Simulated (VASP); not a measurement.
A run of VASP 6.6.1:

The input POSCAR:

```
TiH2
1.0
   -1.6235348150      1.6235348150      2.1414832636
    1.6235348150     -1.6235348150      2.1414832636
    1.6235348150      1.6235348150     -2.1414832636
Ti H
1 2
Direct
    0.0000000000      0.0000000000      0.0000000000
    0.7500000000      0.2500000000      0.5000000000
    0.2500000000      0.7500000000      0.5000000000
```

INCAR.step1

```
PREC = Accurate
ENCUT = 520
ISMEAR = 0
SIGMA = 0.1
LREAL = False
LASPH = True
NELM = 100
NBANDS = 14
GGA = PE
ALGO = Normal
EDIFF = 1E-4
LWAVE = True
LCHARG = False
```

File INCAR.step2:

```
PREC = Accurate
ENCUT = 520
EDIFF = 1E-7
ISMEAR = 0
SIGMA = 0.1
LREAL = False
LASPH = True
NELM = 100
ALGO = Normal
ISIF = 2
LWAVE = False
LCHARG = False
METAGGA = R2SCAN
LMIXTAU = True
NBANDS = 14
ISTART = 1
```

Contents of KPOINTS:

```
Automatic mesh
0
Gamma
  18 18 18
```

Potentials or basis: VASP PAW PBE potentials, release 64 (Ti_sv, H).

Run with:

```console
$ cat potpaw_PBE.64/Ti_sv/POTCAR potpaw_PBE.64/H/POTCAR > POTCAR
$ cp INCAR.step1 INCAR
$ mpirun -np 1 vasp_std > vasp.out
$ cp INCAR.step2 INCAR
$ mpirun -np 1 vasp_std > vasp.out
```

Hardware: 1 thread of Intel Xeon 6975P-C, with other jobs on the host.

Task: How long does it take, and how much memory?

Result: Wall time 5.3 min on 1 thread of Intel Xeon 6975P-C, on a shared host, peak memory 0.27 GiB. Counts: k points 480.
